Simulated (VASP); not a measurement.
# Cu (I4/mmm) in VASP: a series of runs

Cu is run at these levels: PBE+D3(BJ), PBE+D4, PBE; tasks: single point.

All numbers are computed with VASP 6.6.1; they aren't measurements. Logs are shortened: lines on timing, memory, paths and dates and some standing lists are left out, and cuts for length are marked.

### Step 1. The cell of the first run

The structure is tetragonal, space group I4/mmm (No. 139). The conventional cell has a = 2.890 Å, b = 2.890 Å, c = 2.756 Å, α = 90.00°, β = 90.00°, γ = 90.00°. Within 3.3 Å of Cu (site symmetry 4/mmm) lie 14 Cu at 2.46 to 2.89 Å.

### Step 2. Single point, PBE+D3(BJ)

Input file INCAR:

```
ALGO = Fast
EDIFF = 1E-6
ENCUT = 520
GGA = PE
ISIF = 2
ISMEAR = -1
IVDW = 12
LASPH = True
LCHARG = False
LREAL = False
LWAVE = False
NBANDS = 12
NELM = 100
PREC = Accurate
SIGMA = 0.05
```

Input file KPOINTS:

```
k-points
0
Gamma
  13 13 13
```

Input file POSCAR:

```
Cu
1.0
   -1.4447687279      1.4447687279      1.3777888186
    1.4447687279     -1.4447687279      1.3777888186
    1.4447687279      1.4447687279     -1.3777888186
Cu
1
Direct
    0.0000000000      0.0000000000      0.0000000000
```

Potentials or basis: VASP PAW PBE potentials, release 64 (Cu).

Run with:

```console
> cat potpaw_PBE.64/Cu/POTCAR > POTCAR
> mpirun -np 1 vasp_std > vasp.out
```

OUTCAR:

```text
EDIFF = 1E-6
   ENCUT = 520
   GGA = PE
   ISIF = 2
   ISMEAR = -1
   IVDW = 12
   LASPH = True
   LREAL = False
   NELM = 100
   PREC = Accurate
 IVDW          = 12

 ion  position               nearest neighbor table
   1  0.000  0.000  0.000-

  LATTYP: Found a body centered tetragonal cell.
 ALAT       =     2.8895374558
 C/A-ratio  =     0.9536397016

  Lattice vectors:

 A1 = (  -1.4447687279,   1.4447687279,   1.3777888186)
 A2 = (   1.4447687279,  -1.4447687279,   1.3777888186)
 A3 = (   1.4447687279,   1.4447687279,  -1.3777888186)

Analysis of symmetry for initial positions (statically):
=====================================================================
 Subroutine PRICEL returns:
 Original cell was already a primitive cell.

 Routine SETGRP: Setting up the symmetry group for a
 body centered tetragonal supercell.

 Subroutine GETGRP returns: Found 16 space group operations
 (whereof 16 operations were pure point group operations)
 out of a pool of 16 trial point group operations.

The static configuration has the point symmetry D_4h.

Analysis of symmetry for dynamics (positions and initial velocities):
=====================================================================
 Subroutine PRICEL returns:
 Original cell was already a primitive cell.

 Routine SETGRP: Setting up the symmetry group for a
 body centered tetragonal supercell.

 Subroutine GETGRP returns: Found 16 space group operations
 (whereof 16 operations were pure point group operations)
 out of a pool of 16 trial point group operations.

The dynamic configuration has the point symmetry D_4h.

 Subroutine INISYM returns: Found 16 space group operations
 (whereof 16 operations are pure point group operations),
 and found     1 'primitive' translations

----------------------------------------------------------------------------------------

                                     Primitive cell

  volume of cell :      11.5037

  direct lattice vectors                    reciprocal lattice vectors
    -1.444768728  1.444768728  1.377788819     0.000000000  0.346076151  0.362900318
     1.444768728 -1.444768728  1.377788819     0.346076151  0.000000000  0.362900318
     1.444768728  1.444768728 -1.377788819     0.346076151  0.346076151  0.000000000

  length of vectors
     2.464348876  2.464348876  2.464348876     0.501463202  0.501463202  0.489425586

  position of ions in fractional coordinates (direct lattice)
     0.000000000  0.000000000  0.000000000

  ion indices of the primitive-cell ions
   primitive index   ion index
                 1           1

----------------------------------------------------------------------------------------

 KPOINTS: k-points

Automatic generation of k-mesh.
 Grid dimensions read from file:
 generate k-points for:   13   13   13

 Generating k-lattice:

  Cartesian coordinates                     Fractional coordinates (reciprocal lattice)
     0.000000000  0.026621242  0.027915409     0.076923077  0.000000000 -0.000000000
     0.026621242  0.000000000  0.027915409     0.000000000  0.076923077 -0.000000000
     0.026621242  0.026621242  0.000000000     0.000000000  0.000000000  0.076923077

  Length of vectors
     0.038574092  0.038574092  0.037648122

  Shift w.r.t. Gamma in fractional coordinates (k-lattice)
     0.000000000  0.000000000  0.000000000

 Subroutine IBZKPT returns following result:
 ===========================================

 Found    196 irreducible k-points:

 Following reciprocal coordinates:
            Coordinates               Weight
  0.000000  0.000000  0.000000      1.000000
  0.076923  0.000000  0.000000      8.000000
  0.153846  0.000000  0.000000      8.000000
  0.230769  0.000000 -0.000000      8.000000
  0.307692  0.000000  0.000000      8.000000
  0.384615  0.000000 -0.000000      8.000000
[... 16 lines left out ...]
  0.384615  0.153846 -0.000000     16.000000
  0.461538  0.153846  0.000000     16.000000
 [... further k-points ...]
   k-points           NKPTS =    196   k-points in BZ     NKDIM =    196   number of bands    NBANDS=     12
   number of dos      NEDOS =    301   number of ions     NIONS =      1
   total plane-waves  NPLWV =   5832
   dimension x,y,z NGX =    18 NGY =   18 NGZ =   18
   dimension x,y,z NGXF=    36 NGYF=   36 NGZF=   36
   ions per type =               1
   NGX,Y,Z   is equivalent  to a cutoff of  12.14, 12.14, 12.14 a.u.
   NGXF,Y,Z  is equivalent  to a cutoff of  24.29, 24.29, 24.29 a.u.
 SYSTEM =  unknown system
   PREC   = accura    normal or accurate (medium, high low for compatibility)
   ISTART =      0    job   : 0-new  1-cont  2-samecut
   ICHARG =      2    charge: 1-file 2-atom 10-const
   ISPIN  =      1    spin polarized calculation?
   LNONCOLLINEAR =      F non collinear calculations
   LSORBIT =      F    spin-orbit coupling
   LASPH  =      T    aspherical Exc in radial PAW
   ENCUT  =  520.0 eV  38.22 Ry    6.18 a.u.   4.58  4.58  4.58*2*pi/ulx,y,z
   NELM   =    100;   NELMIN=  2; NELMDL= -5     # of ELM steps
   EDIFF  = 0.1E-05   stopping-criterion for ELM
   LREAL  =      F    real-space projection
   EDIFFG = 0.1E-04   stopping-criterion for IOM
   NSW    =      0    number of steps for IOM
   IBRION =     -1    ionic relax: 0-MD 1-quasi-New 2-CG
   NFREE  =      0    steps in history (QN), initial steepest desc. (CG)
   ISIF   =      2    stress and relaxation
   ISYM   =      2    0-nonsym 1-usesym 2-fastsym
   POTIM  = 0.5000    time-step for ionic-motion
   TEBEG  =    0.0;   TEEND  =   0.0 temperature during run
   PSTRESS=    0.0 pullay stress
   NELECT =      11.0000    total number of electrons
   NUPDOWN=      -1.0000    fix difference up-down
   EMIN   =  10.00;   EMAX   =-10.00  energy-range for DOS
   EFERMI =   0.00;   METHOD = LEGACY
   ISMEAR =    -1;   SIGMA  =   0.05  broadening in eV -4-tet -1-fermi 0-gaus
   EFERMI_NEDOS =   21; number of points for ismear=-14 and -15
   IALGO  =     68    algorithm
   IMIX   =      4    mixing-type and parameters
     AMIX     =   0.40;   BMIX     =  1.00
     AMIX_MAG =   1.60;   BMIX_MAG =  1.00
  volume/ion in A,a.u.               =      11.50        77.63
  Fermi-wavevector in a.u.,A,eV,Ry     =   1.612845  3.047835 35.392412  2.601269
  Thomas-Fermi vector in A             =   2.708010
   LORBIT       =      0    0 simple, 1 ext, 2 COOP (PROOUT), +10 PAW based schemes
   GGA     = PE    functional components
   LHFCALC =     F    Hartree Fock is set to
   AEXX    =    0.0000 exact exchange contribution
   IVDW    =    12    specifies the selected vdW correction
   LEPSILON=     F    determine dielectric tensor
   LRPA    =     F    only Hartree local field effects (RPA)
 non-spin polarized calculation
 RMM-DIIS sequential band-by-band and
  energy-cutoff  :      520.00
  volume of cell :       11.50
 maximum number of plane-waves:       325
   NGX =  9   NGY =  9   NGZ =  9

 number of electron      10.9999997 magnetization

 Free energy of the ion-electron system (eV)
  ---------------------------------------------------
  ext. energy  EPLUGINS =         0.00000000
  ---------------------------------------------------
  free energy    TOTEN  =        -3.68620081 eV

  energy without entropy =       -3.68358290  energy(sigma->0) =       -3.68489185

 E-fermi :   7.8723     XC(G=0): -12.8797

 val. band max:        7.8588356597   @ k =  -0.0769  -0.4615   0.0769
 cond. band min:       7.8794363346   @ k =  -0.2308   0.4615   0.0769
 fundamental gap:      0.0206006750
 Fermi energy:         7.8723198529

 k-point     1 :       0.0000    0.0000    0.0000
  band No.  band energies     occupation
      1      -1.6311      2.00000
      2       4.6128      2.00000
      3       4.8071      2.00000
      4       4.8071      2.00000
      5       5.6722      2.00000
      6       5.8780      2.00000
      7      32.7474      0.00000
      8      32.7474      0.00000
      9      33.9953      0.00000
     10      36.7673      0.00000
     11      36.7724      0.00000
     12      36.8092      0.00000

 k-point     2 :       0.0769    0.0000    0.0000
  band No.  band energies     occupation
      1      -1.3950      2.00000
      2       4.6180      2.00000
      3       4.8003      2.00000
      4       4.8461      2.00000
      5       5.6723      2.00000
      6       5.8452      2.00000
      7      31.1973      0.00000
      8      32.1652      0.00000
      9      32.4612      0.00000
     10      34.5209      0.00000
     11      35.1762      0.00000
     12      35.9293      0.00000

 k-point     3 :       0.1538    0.0000    0.0000
  band No.  band energies     occupation
      1      -0.7037      2.00000
      2       4.5237      2.00000
      3       4.7629      2.00000
      4       5.0713      2.00000
      5       5.6689      2.00000
      6       5.7960      2.00000
      7      27.2422      0.00000
      8      30.4108      0.00000
      9      30.9801      0.00000
     10      32.1624      0.00000
     11      33.9280      0.00000
     12      36.3794      0.00000

 k-point     4 :       0.2308    0.0000   -0.0000
  band No.  band energies     occupation
      1       0.3732      2.00000
      2       4.3523      2.00000
      3       4.7025      2.00000
      4       5.4507      2.00000
      5       5.6745      2.00000
      6       5.8027      2.00000
      7      23.0635      0.00000
      8      28.5104      0.00000
      9      29.2754      0.00000
     10      30.7032      0.00000
     11      33.0952      0.00000
     12      37.6582      0.00000

 k-point     5 :       0.3077    0.0000    0.0000
  band No.  band energies     occupation
      1       1.6172      2.00000
      2       4.1678      2.00000
      3       4.8257      2.00000
      4       5.7116      2.00000
      5       5.8579      2.00000
      6       5.8902      2.00000
      7      19.1238      0.00000
      8      26.9596      0.00000
      9      27.5001      0.00000
     10      29.9364      0.00000
     11      32.6127      0.00000
     12      39.3877      0.00000
[... 228 lines left out ...]
      1       2.1794      2.00000
      2       4.2127      2.00000
      3       4.4302      2.00000
      4       5.6024      2.00000
      5       6.0027      2.00000
      6       6.4660      2.00000
      7      19.4516      0.00000
      8      21.9483      0.00000
      9      26.3979      0.00000
     10      32.3366      0.00000
     11      35.5762      0.00000
     12      37.9279      0.00000

 k-point    22 :       0.3077    0.1538    0.0000
  band No.  band energies     occupation
      1       2.9220      2.00000
      2       4.0600      2.00000
      3       4.7619      2.00000
      4       5.6738      2.00000
      5       6.0853      2.00000
      6       7.4919      1.99901
      7      15.9431      0.00000
      8      20.8606      0.00000
      9      25.5141      0.00000
     10      31.9087      0.00000
     11      36.5033      0.00000
     12      38.0721      0.00000

 k-point    23 :       0.3846    0.1538   -0.0000
  band No.  band energies     occupation
      1       3.1012      2.00000
      2       3.9901      2.00000
      3       5.1099      2.00000
      4       5.7456      2.00000
      5       6.1462      2.00000
      6       8.9194      0.00000
      7      13.2560      0.00000
      8      20.2374      0.00000
      9      25.1131      0.00000
     10      31.6633      0.00000
     11      37.1014      0.00000
     12      38.8432      0.00000

 k-point    24 :       0.4615    0.1538    0.0000
  band No.  band energies     occupation
      1       3.0976      2.00000
      2       3.9960      2.00000
      3       5.1053      2.00000
      4       5.7555      2.00000
      5       6.0946      2.00000
      6       8.8106      0.00000
      7      13.4446      0.00000
      8      20.1243      0.00000
      9      25.2461      0.00000
     10      31.6247      0.00000
     11      37.3697      0.00000
     12      39.7600      0.00000

 [... further k-points ...]

------------------------ aborting loop because EDIFF is reached ----------------------------------------

 Edisp (eV)   -0.59877

 E8    (eV) :    -0.2566

  FORCE on cell =-STRESS in cart. coord.  units (eV):
  Direction    XX          YY          ZZ          XY          YZ          ZX
  --------------------------------------------------------------------------------------
  -------------------------------------------------------------------------------------
  Total      -0.08808    -0.08808    -0.09639     0.00000    -0.00000     0.00000
  in kB     -12.26662   -12.26662   -13.42454     0.00000    -0.00000     0.00000
  external pressure =      -12.65 kB  Pullay stress =        0.00 kB

 VOLUME and BASIS-vectors are now :
 -----------------------------------------------------------------------------
  energy-cutoff  :      520.00
  volume of cell :       11.50
      direct lattice vectors                 reciprocal lattice vectors
    -1.444768728  1.444768728  1.377788819     0.000000000  0.346076151  0.362900318
     1.444768728 -1.444768728  1.377788819     0.346076151  0.000000000  0.362900318
     1.444768728  1.444768728 -1.377788819     0.346076151  0.346076151  0.000000000

 POSITION                                       TOTAL-FORCE (eV/Angst)
 -----------------------------------------------------------------------------------
      0.00000      0.00000      0.00000         0.000000     -0.000000     -0.000000
 -----------------------------------------------------------------------------------
    total drift:                                0.000000      0.000000      0.000000

  FREE ENERGIE OF THE ION-ELECTRON SYSTEM (eV)
  ---------------------------------------------------
  free  energy   TOTEN  =        -4.2849728436 eV

  energy  without entropy=       -4.2823549297  energy(sigma->0) =       -4.28366389
```

Wall time 20 s (1 thread of Intel Xeon 6455B, shared host); peak memory 0.15 GiB.

Results:

* Free energy: -4.2850 eV
* Pressure: -1.3 GPa
* Dispersion energy per atom: -0.599 eV

Levels at points of the mesh, in eV from the Fermi level:
```
           k point  band 2  band 3  band 4  band 5  band 6  band 7  band 8  band 9  band 10  band 11
(0.00, 0.00, 0.00)   -3.26   -3.07   -3.07   -2.20   -1.99   24.88   24.88   26.12    28.89    28.90
```

Caveat: three body term missing; pairwise dispersion overbinds metals, which lowers pressure and volume.

### Step 3. Single point, PBE+D3(BJ)

This run uses another cell than the first one, of 11.46 Å³/atom, 0.996 times its volume.

Input file INCAR:

```
SYSTEM = Cu
PREC = Accurate ; ENCUT = 520
EDIFF = 1E-6 ; ISMEAR = -1
SIGMA = 0.05 ; LREAL = .FALSE.
LASPH = .TRUE. ; NELM = 100
ALGO = Fast ; ISIF = 2
LWAVE = .FALSE. ; LCHARG = .FALSE.
GGA = PE ; IVDW = 12
NBANDS = 12
```

Input file KPOINTS:

```
Automatic mesh
0
G
  13 13 13
  0 0 0
```

Input file POSCAR:

```
Cu
1.0
   -1.4427933200      1.4427933200      1.3760814500
    1.4427933200     -1.4427933200      1.3760814500
    1.4427933200      1.4427933200     -1.3760814500
Cu
1
Direct
    0.0000000000      0.0000000000      0.0000000000
```

Potentials or basis: VASP PAW PBE potentials, release 64 (Cu).

Run with:

```console
> cat potpaw_PBE.64/Cu/POTCAR > POTCAR
> mpirun -np 1 vasp_std > vasp.out
```

Wall time 22 s (1 thread of Intel Xeon 6455B, shared host); peak memory 0.15 GiB.

The run converged. Its results:

```
Free energy                : -4.2853 eV
Pressure                   : -0.7 GPa
Dispersion energy per atom : -0.601 eV
```

Stress tensor (GPa, compression positive):
```
-0.64  0.00  0.00
 0.00 -0.64  0.00
 0.00  0.00 -0.72
```

Levels at points of the mesh, in eV from the Fermi level:
```
           k point  band 2  band 3  band 4  band 5  band 6  band 7  band 8  band 9  band 10  band 11
(0.00, 0.00, 0.00)   -3.27   -3.08   -3.08   -2.21   -2.00   24.92   24.92   26.16    28.99    28.99
```

Caveat: three body term missing; pairwise dispersion overbinds metals, which lowers pressure and volume.

(Part 1 of 2 ends here.)
